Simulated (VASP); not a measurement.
Wanted: the native input for a VASP 6.6.1 run.

```yaml
Task: single point
Functional: PBEsol
Potentials_or_basis: VASP PAW PBE potentials, release 64 (Sr_sv, Rh_pv)
Cutoff: 520 eV
k_mesh: 6 × 6 × 6
Occupations: fermi-dirac, width 0.15 eV
Spin: no spin polarisation
Dipole_correction: no
Further_INCAR_settings: ALGO = Normal; EDIFF = 1e-07; NBANDS = 24
```

The structure of Sr2Rh lies in POSCAR:

```
Sr2Rh
1.0
    0.0000000000      3.7342300772      3.7342300772
    3.7342300772      0.0000000000      3.7342300772
    3.7342300772      3.7342300772      0.0000000000
Sr Rh
2 1
Direct
    0.7500000000      0.7500000000      0.7500000000
    0.2500000000      0.2500000000      0.2500000000
    0.0000000000      0.0000000000      0.0000000000
```

These files were run (other wordings do the same):

INCAR

```
PREC = Accurate
ENCUT = 520
EDIFF = 1E-7
ISMEAR = -1
SIGMA = 0.15
LREAL = False
LASPH = True
NELM = 100
ALGO = Normal
ISIF = 2
LWAVE = False
LCHARG = False
GGA = PS
NBANDS = 24
```

KPOINTS

```
regular mesh
0
Gamma
  6 6 6
```

Potentials or basis: VASP PAW PBE potentials, release 64 (Sr_sv, Rh_pv).

Launch:

```sh
$ cat potpaw_PBE.64/Sr_sv/POTCAR potpaw_PBE.64/Rh_pv/POTCAR > POTCAR
$ mpirun -np 1 vasp_std > vasp.out
```

It gave:

The pressure is -3.0 GPa.

Caveat: the PAW data sets were made with another functional, which shifts forces and pressure a little.

Run time: 40 s on 1 thread of Intel(R) Xeon(R) Platinum 8375C CPU @ 2.90GHz (Ice Lake), on a shared host, peak memory 0.25 GiB.
